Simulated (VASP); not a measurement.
# Zr (P6_3/mmc) in VASP: notebook, part 2 of 2

VASP 6.6.1. The steps go on from the part before.

## Step 3: Electric field gradients, PBEsol (volume scaled by 0.96)

File INCAR:

```
SYSTEM = Zr
  PREC = Accurate
  ENCUT = 520
  EDIFF = 1E-8
  ISMEAR = -1
  SIGMA = 0.08
  LREAL = .FALSE.
  LASPH = .TRUE.
  NELM = 60
  ALGO = Normal
  ISIF = 2
  LWAVE = .FALSE.
  LCHARG = .FALSE.
  GGA = PS
  LEFG = .TRUE.
  NBANDS = 19
```

File KPOINTS:

```
Automatic mesh
0
G
  13 13 7
  0 0 0
```

File POSCAR:

```
Zr
1.0
    3.1883172162      0.0000000000      0.0000000000
   -1.5941586081      2.7611637045      0.0000000000
    0.0000000000      0.0000000000      5.0774374186
Zr
2
Direct
    0.3333333333      0.6666666667      0.2500000000
    0.6666666667      0.3333333333      0.7500000000
```

Potentials or basis: VASP PAW PBE potentials, release 64 (Zr_sv).

Started as:

```bash
$ cat potpaw_PBE.64/Zr_sv/POTCAR > POTCAR
$ mpirun -np 1 vasp_std > vasp.out
```

OUTCAR:

```text
SYSTEM = Zr
   PREC = Accurate
   ENCUT = 520
   EDIFF = 1E-8
   ISMEAR = -1
   LREAL = .FALSE.
   LASPH = .TRUE.
   NELM = 60
   ISIF = 2
   GGA = PS

 ion  position               nearest neighbor table
   1  0.333  0.667  0.250-   2 3.14   2 3.14   2 3.14   2 3.14   2 3.14   2 3.14
   2  0.667  0.333  0.750-   1 3.14   1 3.14   1 3.14   1 3.14   1 3.14   1 3.14

  LATTYP: Found a hexagonal cell.
 ALAT       =     3.1883172162
 C/A-ratio  =     1.5925132521

  Lattice vectors:

 A1 = (   3.1883172162,   0.0000000000,   0.0000000000)
 A2 = (  -1.5941586081,   2.7611637045,   0.0000000000)
 A3 = (   0.0000000000,   0.0000000000,   5.0774374186)

Analysis of symmetry for initial positions (statically):
=====================================================================
 Subroutine PRICEL returns:
 Original cell was already a primitive cell.

 Routine SETGRP: Setting up the symmetry group for a
 hexagonal supercell.

 Subroutine GETGRP returns: Found 24 space group operations
 (whereof 12 operations were pure point group operations)
 out of a pool of 24 trial point group operations.

The static configuration has the point symmetry D_3d.
 The point group associated with its full space group is D_6h.

Analysis of symmetry for dynamics (positions and initial velocities):
=====================================================================
 Subroutine PRICEL returns:
 Original cell was already a primitive cell.

 Routine SETGRP: Setting up the symmetry group for a
 hexagonal supercell.

 Subroutine GETGRP returns: Found 24 space group operations
 (whereof 12 operations were pure point group operations)
 out of a pool of 24 trial point group operations.
[... 151 lines left out ...]

 val. band max:        9.2902783888   @ k =   0.3846   0.2308   0.2857
 cond. band min:       9.3320826521   @ k =   0.0769   0.0000   0.2857
 fundamental gap:      0.0418042632
 Fermi energy:         9.3157723435

 k-point     1 :       0.0000    0.0000    0.0000
  band No.  band energies     occupation
      1     -39.3314      2.00000
      2     -39.1464      2.00000
      3     -17.9612      2.00000
      4     -16.9668      2.00000
      5     -16.9668      2.00000
      6     -16.8052      2.00000
[... 505 lines left out ...]
      6     -17.0135      2.00000
[... 11 lines left out ...]
     18      11.7034      0.00000
     19      14.3176      0.00000

 [... further k-points ...]
[... 5 lines left out ...]
  --------------------------------------------------------------------------------------
  -------------------------------------------------------------------------------------
  Total        0.0846303      0.0846303      0.3696889      0.0000000     -0.0000000      0.0000000
  in kB        3.0334588      3.0334588     13.2510010      0.0000000     -0.0000000      0.0000000
  external PRESSURE =       6.4393062 kB  Pullay stress =       0.0000000 kB

 VOLUME and BASIS-vectors are now :
 -----------------------------------------------------------------------------
  energy-cutoff  :      520.00
  volume of cell :       44.70
      direct lattice vectors                 reciprocal lattice vectors
     3.188317216  0.000000000  0.000000000     0.313645077  0.181083070  0.000000000
    -1.594158608  2.761163704  0.000000000     0.000000000  0.362166140  0.000000000
     0.000000000  0.000000000  5.077437419     0.000000000  0.000000000  0.196949744

 POSITION                                       TOTAL-FORCE (eV/Angst)
 -----------------------------------------------------------------------------------
     -0.00000      1.84078      1.26936         0.000000      0.000000      0.000000
      1.59416      0.92039      3.80808        -0.000000     -0.000000      0.000000
 -----------------------------------------------------------------------------------
    total drift:                               -0.000000      0.000000     -0.000000

  FREE ENERGIE OF THE ION-ELECTRON SYSTEM (eV)
  ---------------------------------------------------
  free  energy   TOTEN  =       -18.1819342192 eV

  energy  without entropy=      -18.1374653110  energy(sigma->0) =      -18.15969977

 Electric field gradients (V/A^2)
---------------------------------------------------------------------
 ion       V_xx      V_yy      V_zz      V_xy      V_xz      V_yz
---------------------------------------------------------------------
   1     -22.783   -22.783    45.565    -0.000     0.000    -0.000
   2     -22.783   -22.783    45.565    -0.000    -0.000     0.000
---------------------------------------------------------------------

 Electric field gradients after diagonalization (V/A^2)
 (convention: |V_zz| > |V_xx| > |V_yy|)
----------------------------------------------------------------------
 ion       V_xx      V_yy      V_zz     asymmetry (V_yy - V_xx)/ V_zz
----------------------------------------------------------------------
   1     -22.783   -22.783    45.565       0.000
   2     -22.783   -22.783    45.565       0.000
----------------------------------------------------------------------

           NMR quadrupolar parameters

 Cq : quadrupolar parameter    Cq=e*Q*V_zz/h
 eta: asymmetry parameters     (V_yy - V_xx)/ V_zz
 Q  : nuclear electric quadrupole moment in mb (millibarn)
----------------------------------------------------------------------
 ion       Cq(MHz)       eta       Q (mb)
----------------------------------------------------------------------
   1       0.110       0.000       1.000
   2       0.110       0.000       1.000
----------------------------------------------------------------------
```

OSZICAR:

```text
N       E                     dE             d eps       ncg     rms          rms(c)
DAV:   1     0.213823557479E+03    0.21382E+03   -0.13261E+04  3192   0.126E+03
DAV:   2    -0.310040354073E+01   -0.21692E+03   -0.21298E+03  3724   0.369E+02
DAV:   3    -0.185238666689E+02   -0.15423E+02   -0.15254E+02  5639   0.709E+01
DAV:   4    -0.189465335233E+02   -0.42267E+00   -0.42189E+00  3794   0.117E+01
DAV:   5    -0.189584597046E+02   -0.11926E-01   -0.11924E-01  4653   0.143E+00    0.162E+01
DAV:   6    -0.183077696247E+02    0.65069E+00   -0.96293E-01  3484   0.737E+00    0.654E+00
DAV:   7    -0.181775004261E+02    0.13027E+00   -0.62960E-01  4609   0.514E+00    0.116E+00
DAV:   8    -0.181817616089E+02   -0.42612E-02   -0.36051E-02  4078   0.153E+00    0.235E-01
DAV:   9    -0.181819540957E+02   -0.19249E-03   -0.13279E-03  4399   0.312E-01    0.252E-02
DAV:  10    -0.181819326359E+02    0.21460E-04   -0.40416E-05  4603   0.394E-02    0.214E-02
DAV:  11    -0.181819344956E+02   -0.18597E-05   -0.82759E-06  3648   0.310E-02    0.203E-03
DAV:  12    -0.181819344953E+02    0.29695E-09   -0.23556E-07  4252   0.315E-03    0.182E-03
DAV:  13    -0.181819342503E+02    0.24497E-06   -0.36766E-08  3210   0.115E-03    0.591E-04
DAV:  14    -0.181819342178E+02    0.32493E-07   -0.36391E-09  2007   0.683E-04    0.205E-04
DAV:  15    -0.181819342192E+02   -0.13661E-08   -0.65383E-10  1926   0.269E-04
   1 F= -.18181934E+02 E0= -.18159700E+02  d E =-.444689E-01
```

Run time: 38 s. Hardware: 1 thread of Intel Xeon Platinum 8488C (Sapphire Rapids), shared host; peak memory 0.19 GiB.

What came out:

- Free energy: -18.1819 eV
- Pressure: 0.6 GPa
- Band gap on the k mesh: zero (band 12 reaches 10.30 eV, above the bottom of band 13 at 9.12 eV)

Levels at points of the mesh, in eV from the Fermi level:
```csv
k point,band 9,band 10,band 11,band 12,band 13,band 14,band 15,band 16
"(0.00, 0.00, 0.00)",-5.73,-3.15,0.87,0.87,1.04,1.36,1.61,1.61
```

Electric field gradients, principal values (V/Å²):
| atom | least | middle | greatest (by size) |
| --- | --- | --- | --- |
| 1 Zr | -22.783 | -22.783 | 45.565 |
| 2 Zr | -22.783 | -22.783 | 45.565 |

Caveat: without QUAD_EFG the Cq values of the log hold for a quadrupole moment of 1 mb, not for the nuclei; the PAW data sets were made with another functional, which shifts forces and pressure a little.

## Step 4: Electric field gradients, PBEsol (volume scaled by 0.96)

File INCAR:

```
PREC = Accurate ; ENCUT = 520
EDIFF = 1E-8 ; ISMEAR = -1
SIGMA = 0.08 ; LREAL = False
LASPH = True ; NELM = 100
ALGO = Normal ; ISIF = 2
LWAVE = False ; LCHARG = False
GGA = PS ; LEFG = True
NBANDS = 19
```

File KPOINTS:

```
Automatic mesh
0
Gamma
  13 13 7
```

POSCAR is that of step 3.

Potentials or basis: VASP PAW PBE potentials, release 64 (Zr_sv).

Started as:

```bash
$ cat potpaw_PBE.64/Zr_sv/POTCAR > POTCAR
$ mpirun -np 1 vasp_std > vasp.out
```

OUTCAR:

```text
PREC = Accurate
   ENCUT = 520
   EDIFF = 1E-8
   ISMEAR = -1
   LREAL = False
   LASPH = True
   NELM = 100
   ISIF = 2
   GGA = PS

 ion  position               nearest neighbor table
   1  0.333  0.667  0.250-   2 3.14   2 3.14   2 3.14   2 3.14   2 3.14   2 3.14
   2  0.667  0.333  0.750-   1 3.14   1 3.14   1 3.14   1 3.14   1 3.14   1 3.14

  LATTYP: Found a hexagonal cell.
 ALAT       =     3.1883172162
 C/A-ratio  =     1.5925132521

  Lattice vectors:

 A1 = (   3.1883172162,   0.0000000000,   0.0000000000)
 A2 = (  -1.5941586081,   2.7611637045,   0.0000000000)
 A3 = (   0.0000000000,   0.0000000000,   5.0774374186)

Analysis of symmetry for initial positions (statically):
=====================================================================
 Subroutine PRICEL returns:
 Original cell was already a primitive cell.

 Routine SETGRP: Setting up the symmetry group for a
[... 719 lines left out ...]
  energy-cutoff  :      520.00
  volume of cell :       44.70
      direct lattice vectors                 reciprocal lattice vectors
     3.188317216  0.000000000  0.000000000     0.313645077  0.181083070  0.000000000
    -1.594158608  2.761163704  0.000000000     0.000000000  0.362166140  0.000000000
     0.000000000  0.000000000  5.077437419     0.000000000  0.000000000  0.196949744

 POSITION                                       TOTAL-FORCE (eV/Angst)
 -----------------------------------------------------------------------------------
     -0.00000      1.84078      1.26936         0.000000      0.000000      0.000000
      1.59416      0.92039      3.80808        -0.000000     -0.000000      0.000000
 -----------------------------------------------------------------------------------
    total drift:                               -0.000000      0.000000     -0.000000

  FREE ENERGIE OF THE ION-ELECTRON SYSTEM (eV)
  ---------------------------------------------------
  free  energy   TOTEN  =       -18.1819342192 eV

  energy  without entropy=      -18.1374653110  energy(sigma->0) =      -18.15969977

 Electric field gradients (V/A^2)
---------------------------------------------------------------------
 ion       V_xx      V_yy      V_zz      V_xy      V_xz      V_yz
---------------------------------------------------------------------
   1     -22.783   -22.783    45.565    -0.000     0.000    -0.000
   2     -22.783   -22.783    45.565    -0.000    -0.000     0.000
---------------------------------------------------------------------

 Electric field gradients after diagonalization (V/A^2)
 (convention: |V_zz| > |V_xx| > |V_yy|)
----------------------------------------------------------------------
 ion       V_xx      V_yy      V_zz     asymmetry (V_yy - V_xx)/ V_zz
----------------------------------------------------------------------
   1     -22.783   -22.783    45.565       0.000
   2     -22.783   -22.783    45.565       0.000
----------------------------------------------------------------------

           NMR quadrupolar parameters

 Cq : quadrupolar parameter    Cq=e*Q*V_zz/h
 eta: asymmetry parameters     (V_yy - V_xx)/ V_zz
 Q  : nuclear electric quadrupole moment in mb (millibarn)
----------------------------------------------------------------------
 ion       Cq(MHz)       eta       Q (mb)
----------------------------------------------------------------------
   1       0.110       0.000       1.000
   2       0.110       0.000       1.000
----------------------------------------------------------------------
```

Wall time 32 s (1 thread of Intel Xeon Platinum 8488C (Sapphire Rapids), shared host); peak memory 0.19 GiB.

Results:

```
Free energy            : -18.1819 eV
Pressure               : 0.6 GPa
Band gap on the k mesh : zero (band 12 reaches 10.30 eV, above the bottom of band 13 at 9.12 eV)
```

Levels at points of the mesh, in eV from the Fermi level:
```csv
k point,band 8,band 9,band 10,band 11,band 12,band 13,band 14,band 15,band 16,band 17
"(0.00, 0.00, 0.00)",-26.12,-5.73,-3.15,0.87,0.87,1.04,1.36,1.61,1.61,2.22
```

Electric field gradients, principal values (V/Å²):
| atom | least | middle | greatest (by size) |
| --- | --- | --- | --- |
| 1 Zr | -22.783 | -22.783 | 45.565 |
| 2 Zr | -22.783 | -22.783 | 45.565 |

Caveat: without QUAD_EFG the Cq values of the log hold for a quadrupole moment of 1 mb, not for the nuclei; the PAW data sets were made with another functional, which shifts forces and pressure a little.
